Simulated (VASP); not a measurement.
Here is a VASP 6.6.1 calculation.

File INCAR:

```
PREC     = Accurate       # precision mode
ENCUT    = 520            # plane-wave cutoff, eV
EDIFF    = 1E-8           # SCF threshold, eV
ISMEAR   = -1             # smearing method
SIGMA    = 0.03           # smearing width, eV
LREAL    = False          # projectors in reciprocal space
LASPH    = True           # aspherical terms in the spheres
NELM     = 150            # most SCF steps
ALGO     = Normal         # electronic algorithm
ISIF     = 2              # what is computed and relaxed
LWAVE    = False          # write WAVECAR
LCHARG   = False          # write CHGCAR
ISPIN    = 2              # spin polarisation
MAGMOM   = 1.5 0          # initial moments
LORBIT   = 11             # projections on sites
LMAXMIX  = 4              # l up to which the mixer works
GGA      = PE             # functional
LEFG     = True         
NBANDS   = 19             # bands
```

The input KPOINTS:

```
Automatic mesh
0
Gamma
  17 17 17
```

File POSCAR:

```
NiO
1.0
    0.0627393000      2.1226796500      2.1226796500
    2.1226796500      0.0627393000      2.1226796500
    2.1226796500      2.1226796500      0.0627393000
Ni O
1 1
Direct
    0.0000000000      0.0000000000      0.0000000000
    0.5000000000      0.5000000000      0.5000000000
```

Potentials or basis: VASP PAW PBE potentials, release 64 (Ni, O).

Launch:

```sh
$ cat potpaw_PBE.64/Ni/POTCAR potpaw_PBE.64/O/POTCAR > POTCAR
$ mpirun -np 1 vasp_std > vasp.out
```

Estimate the site moments.

Ni +1.41; O +0.26 μB.

Predict the pressure.

3.8 GPa.

Predict the net moment.

1.71 μB per cell.

Stress tensor (GPa, compression positive):
```
 3.78 -1.77 -1.77
-1.77  3.78 -1.77
-1.77 -1.77  3.78
```

Caveat: the cell differs from its parent crystal (equal xy, yz and zx shear strains of +3 %); the cell stands under pressure; without QUAD_EFG the Cq values of the log hold for a quadrupole moment of 1 mb, not for the nuclei; a cell with one magnetic atom can't hold antiferromagnetic order, which such compounds often take.
